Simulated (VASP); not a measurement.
Set up this calculation in VASP 6.6.1, as the native input.

```
Task                   : single point
Functional             : PBE
Potentials or basis    : VASP PAW PBE potentials, release 64 (Ti_sv, Al)
Cutoff                 : 520 eV
k mesh                 : 6 × 6 × 4
Occupations            : gaussian, width 0.2 eV
Spin                   : no spin polarisation
Dipole correction      : no
Further INCAR settings : ALGO = Fast; EDIFF = 1e-06; NBANDS = 49
```

The structure of Ti3Al lies in POSCAR:

```
Ti3Al
1.0
    4.0529635377     -0.0011137537      0.0001822481
   -0.0011164651      4.0496091258     -0.0001252807
    0.0003855686     -0.0001455201      8.1044253699
Ti Al
6 2
Direct
   -0.0000200078      0.4997849781      0.4999183919
    0.0001076193      0.5000774737      0.9999588294
   -0.0000535616      0.0000802480      0.2500876311
    0.0001100904     -0.0000169570      0.7501245376
    0.4999444105      1.0000245980      0.4999811106
    0.5000244368      0.0000966925     -0.0000155664
    0.5000021010      0.5000463366      0.2499451435
    0.4998849114      0.4999066304      0.7499999222
```

These files were run (other wordings do the same):

INCAR

```
PREC = Accurate
ENCUT = 520
EDIFF = 1E-6
ISMEAR = 0
SIGMA = 0.2
LREAL = False
LASPH = True
NELM = 80
ALGO = Fast
ISIF = 2
LWAVE = False
LCHARG = False
GGA = PE
NBANDS = 49
```

KPOINTS

```
Automatic mesh
0
Gamma
  6 6 4
```

Potentials or basis: VASP PAW PBE potentials, release 64 (Ti_sv, Al).

Command:

```console
$ cat potpaw_PBE.64/Ti_sv/POTCAR potpaw_PBE.64/Al/POTCAR > POTCAR
$ mpirun -np 1 vasp_std > vasp.out
```

It gave:

- Pressure: 0.0 GPa
- Largest force: 0.009 eV/Å
- Band gap on the k mesh: zero (band 39 reaches 8.81 eV, above the bottom of band 40 at 8.23 eV)

Run time: 21 min on 1 thread of Intel(R) Xeon(R) Platinum 8488C (Sapphire Rapids), with other jobs on the host, peak memory 0.47 GiB.
